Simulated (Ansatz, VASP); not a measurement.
**One calculation of NaCl, two programs**

Contents of POSCAR:

```
NaCl
1.0
    0.0000000000      3.0582900000      2.8317500000
    3.0582900000      0.0000000000      2.8317500000
    3.0582900000      3.0582900000      0.0000000000
Na Cl
1 1
Direct
    0.0000000000      0.0000000000      0.0000000000
    0.5000000000      0.5000000000      0.5000000000
```

Contents of INCAR.step1:

```
PREC     = Accurate       # precision mode
ENCUT    = 520            # plane-wave cutoff, eV
ISMEAR   = 0              # smearing method
SIGMA    = 0.05           # smearing width, eV
LREAL    = F              # projectors in reciprocal space
LASPH    = T              # aspherical terms in the spheres
NELM     = 80             # most SCF steps
NBANDS   = 14             # bands
GGA      = PE             # functional
ALGO     = Normal         # electronic algorithm
EDIFF    = 1E-4           # SCF threshold, eV
LWAVE    = T              # write WAVECAR
LCHARG   = F              # write CHGCAR
```

The input INCAR.step2:

```
PREC     = Accurate       # precision mode
ENCUT    = 520            # plane-wave cutoff, eV
EDIFF    = 1E-7           # SCF threshold, eV
ISMEAR   = 0              # smearing method
SIGMA    = 0.05           # smearing width, eV
LREAL    = F              # projectors in reciprocal space
LASPH    = T              # aspherical terms in the spheres
NELM     = 80             # most SCF steps
ALGO     = Normal         # electronic algorithm
ISIF     = 2              # what is computed and relaxed
LWAVE    = F              # write WAVECAR
LCHARG   = T              # write CHGCAR
METAGGA  = R2SCAN         # meta-GGA
LMIXTAU  = T            
LELF     = T              # ELF
LVHAR    = T            
NBANDS   = 14             # bands
ISTART   = 1
```

File KPOINTS:

```
Automatic mesh
0
Gamma
  8 8 8
```

Input for Ansatz:

```yaml
crystal:
  lattice:
    - [0.0, 3.05829, 2.83175]
    - [3.05829, 0.0, 2.83175]
    - [3.05829, 3.05829, 0.0]
  atoms:
    - { symbol: Na, position: [0.0, 0.0, 0.0] }
    - { symbol: Cl, position: [0.5, 0.5, 0.5] }
basis:
  ecutwfc: 500
kpoints:
  mp_grid: { grid: [8, 8, 8] }
hamiltonian:
  xc: r2scan
scf:
  occupations: { method: gaussian, width: 0.05 }
output:
  forces: true
  stress: true
  eigenvalues: true
```

Change from the starting cell: strain +0.080 along x and y, +0.000 along z, atoms carried along.

Alike in both runs: task single point; functional r2SCAN; k mesh 8 × 8 × 8; occupations gaussian, width 0.05 eV; no spin polarisation.

|  | VASP | Ansatz |
| --- | --- | --- |
| version | VASP 6.6.1 | Ansatz 0.2.0 |
| potentials or method | VASP PAW PBE potentials, release 64 (Na_pv, Cl), cutoff 520 eV | scalar-relativistic, plane waves, PAW |
| valence electrons in the cell | 14 | 16 |

```csv
,VASP,Ansatz,Ansatz less VASP
gap on the k mesh at the Fermi level (eV),5.29,5.27,-0.018
least direct gap on the mesh (eV),5.29,5.27,-0.018
pressure (GPa),-3.1,-3.0,+0.12
"traceless stress, the component that is largest in VASP (GPa)",0.89,0.88,-0.013
```

VASP's potentials were made for PBE, not for r2SCAN. VASP's potentials hold 14 valence electrons a cell and Ansatz's 16, so a difference there can come from the potentials and not from the codes.
